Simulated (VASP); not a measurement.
**Zn: single point with r2SCAN**

The system is Zn.

```xyz
1
Lattice="2.6709 0.0000 0.0000 -1.3355 2.3131 0.0000 0.0000 0.0000 2.4956" Properties=species:S:1:pos:R:3 pbc="T T T"
Zn    0.0000    0.0000    0.0000
```

This isn't the form of Zn at room conditions, which is hcp.

| Property | Result |
| --- | --- |
| Program | VASP 6.6.1 |
| Task | single point |
| Functional | r2SCAN |
| Potentials or basis | VASP PAW PBE potentials, release 64 (Zn) |
| Cutoff | 550 eV |
| k mesh | 9 × 9 × 8 |
| Occupations | gaussian, width 0.1 eV |
| Spin | no spin polarisation |
| Dipole correction | no |
| Further INCAR settings | ALGO = Normal; EDIFF = 1e-06; NBANDS = 12 |

| Item | Value |
| --- | --- |
| Pressure | 3.5 GPa |
| Band gap on the k mesh | zero (bands 6 and 7 overlap by 7.16 eV) |

Stress tensor (GPa, compression positive):
```
0.47 0.00 0.00
0.00 0.47 0.00
0.00 0.00 9.59
```

Levels at points of the mesh, in eV from the Fermi level:
```tsv
k point	band 4	band 5	band 6	band 7	band 8	band 9
(0.00, 0.00, 0.00)	-8.28	-7.57	-7.57	13.85	17.13	17.41
(0.00, 0.00, 0.50)	-8.02	-8.02	-4.03	-3.33	23.61	23.61
```

It took 38 s on 1 thread of Intel(R) Xeon(R) Platinum 8488C (Sapphire Rapids), with other jobs on the host, peak memory 0.13 GiB.

Caveat: the stress differs along the axes, from 0 to 10 GPa; the PAW data sets were made with another functional, which shifts forces and pressure a little.
